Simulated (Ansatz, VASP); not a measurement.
# Two plane-wave programs on Nb

```
CELL_PARAMETERS angstrom
-1.28109 1.68668 1.68668
1.68668 -1.28109 1.68668
1.68668 1.68668 -1.28109
ATOMIC_POSITIONS crystal
Nb 0.00000 0.00000 0.00000
```

Alike in both runs: task single point; functional PBEsol; k mesh 22 × 22 × 22; occupations gaussian, width 0.15 eV; no spin polarisation.

|  | VASP | Ansatz |
| --- | --- | --- |
| version | VASP 6.6.1 | Ansatz 0.2.0 |
| potentials or method | VASP PAW PBE potentials, release 64 (Nb_sv), cutoff 520 eV | scalar-relativistic, plane waves, PAW |
| valence electrons in the cell | 13 | 13 |

```tsv
	VASP	Ansatz	Ansatz less VASP
gap on the k mesh at the Fermi level (eV)	none	none	-
pressure (GPa)	-1.8	-1.6	+0.15
traceless stress, the component that is largest in VASP (GPa)	-10.91	-10.90	+0.014
```

VASP's potentials were made for PBE, not for PBEsol. A gap of «none» marks a metal or a gap that the smearing closes.
